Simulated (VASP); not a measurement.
Input of a VASP 6.6.1 run:

The input INCAR:

```
SYSTEM = S
PREC = Accurate
ENCUT = 520
EDIFF = 1E-6
ISMEAR = -1
SIGMA = 0.08
LREAL = .False.
LASPH = .True.
NELM = 100
ALGO = Normal
ISIF = 2
LWAVE = .False.
LCHARG = .False.
GGA = PE
NBANDS = 9
```

File KPOINTS:

```
regular mesh
0
Gamma
  16 16 16
  0 0 0
```

The input POSCAR:

```
S
1.0
    0.0000000000      1.9772817808      1.9772817808
    1.9772817808      0.0000000000      1.9772817808
    1.9772817808      1.9772817808      0.0000000000
S
1
Direct
    0.0000000000      0.0000000000      0.0000000000
```

Potentials or basis: VASP PAW PBE potentials, release 64 (S).

Run with:

```console
$ cat potpaw_PBE.64/S/POTCAR > POTCAR
$ mpirun -np 1 vasp_std > vasp.out
```

Question: Predict the pressure.

Answer: 2.1 GPa.

Question: What does it give for the band gap on the k mesh?

Answer: Zero (bands 3 and 4 overlap by 5.95 eV).
